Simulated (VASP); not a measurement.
Si: relaxation of cell and atoms with PBE

The system is Si.

```
CELL_PARAMETERS angstrom
-1.29213 1.29213 4.55928
1.29213 -1.29213 4.55928
1.29213 1.29213 -4.55928
ATOMIC_POSITIONS crystal
Si 0.25000 0.75000 0.50000
Si 0.50000 0.50000 0.00000
```

The cell was generated, and may not be a known phase.

```json
{"Program": "VASP 6.6.1", "Task": "relaxation of cell and atoms", "Functional": "PBE", "Potentials or basis": "VASP PAW PBE potentials, release 64 (Si)", "Cutoff": "600 eV", "k mesh": "30 × 30 × 30", "Occupations": "gaussian, width 0.1 eV", "Spin": "no spin polarisation", "Dipole correction": "no", "Further INCAR settings": "ALGO = Fast; EDIFF = 1e-06; IBRION = 2; EDIFFG = -0.01; NSW = 100; ISIF = 3"}
```

| Item | Value |
| --- | --- |
| Relaxed volume | 15.21 Å³/atom |
| Relaxed cell | a = 5.131 Å, b = 5.131 Å, c = 5.131 Å, α = 151.65°, β = 151.65°, γ = 40.53° |
| Space group after relaxing (to 0.1 Å) | I4_1/amd (No. 141) |
| Energy gained by relaxing | 17.4 meV/atom |
| Ionic steps | 6 |
| Pressure after relaxing | 0.0 GPa |
| Band gap on the k mesh | zero (bands 4 and 5 overlap by 10.29 eV) |

Step by step:
```csv
step,energy change (eV),largest force (eV/Å),pressure (GPa),volume (Å³)
1,0.0000,0.0000,-0.27,30.45
2,-0.0197,0.0000,0.06,30.33
3,-0.0337,0.0000,0.96,30.10
4,-0.0337,0.0000,1.02,30.09
5,-0.0342,0.0000,-0.62,30.63
6,-0.0347,0.0000,0.00,30.41
```

Final structure:
```
CELL_PARAMETERS angstrom
-1.25675 1.25675 4.81357
1.25675 -1.25675 4.81357
1.25675 1.25675 -4.81357
ATOMIC_POSITIONS crystal
Si 0.25000 0.75000 0.50000
Si 0.50000 0.50000 0.00000
```

Levels at points of the mesh, in eV from the Fermi level:
| k point | band 1 | band 2 | band 3 | band 4 | band 5 | band 6 | band 7 | band 8 |
| --- | --- | --- | --- | --- | --- | --- | --- | --- |
| (0.00, 0.00, 0.00) | -13.93 | -8.52 | -6.95 | 7.43 | 8.09 | 8.47 | 8.47 | 8.61 |
| (0.50, 0.00, 0.00) | -8.56 | -7.39 | -5.05 | -4.68 | 0.36 | 2.19 | 9.45 | 9.82 |
| (0.50, 0.50, 0.00) | -3.31 | -3.31 | -2.42 | -2.42 | 0.11 | 0.11 | 3.32 | 3.32 |
| (0.50, 0.50, 0.50) | -12.39 | -12.39 | -0.30 | -0.30 | 7.25 | 7.25 | 7.71 | 7.71 |

Run time: 110 min on 1 thread of Oxide Virtual Turin-like Processor, on a shared host, peak memory 0.66 GiB.
